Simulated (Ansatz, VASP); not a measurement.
## Si2Ge3 in VASP and in Ansatz

```
Si Ge
1.0
     5.15548    0.00000    0.00000
     0.00000    5.15548    0.00000
     0.00000    0.00000    4.85779
Si Ge
2 3
Direct
  0.00000 0.00000 0.50000
  0.50000 0.50000 0.00000
  0.00000 0.00000 0.00000
  0.00000 0.50000 0.00000
  0.50000 0.00000 0.00000
```

Alike in both runs: functional PBE; k mesh 8 × 8 × 8; occupations gaussian, width 0.1 eV; no spin polarisation.

Ansatz relaxed the structure, and its values are those at the end. VASP's run is a single point on that final structure, the one shown.

|  | VASP | Ansatz |
| --- | --- | --- |
| version | VASP 6.6.1 | Ansatz 0.2.0 |
| potentials or method | VASP PAW PBE potentials, release 64 (Si, Ge_d), cutoff 520 eV | scalar-relativistic, plane waves, PAW |
| valence electrons in the cell | 50 | 50 |

```tsv
	VASP	Ansatz	Ansatz less VASP
gap on the k mesh at the Fermi level (eV)	none	none	-
pressure (GPa)	0.0	0.0	0.00
```

A gap of «none» marks a metal or a gap that the smearing closes.
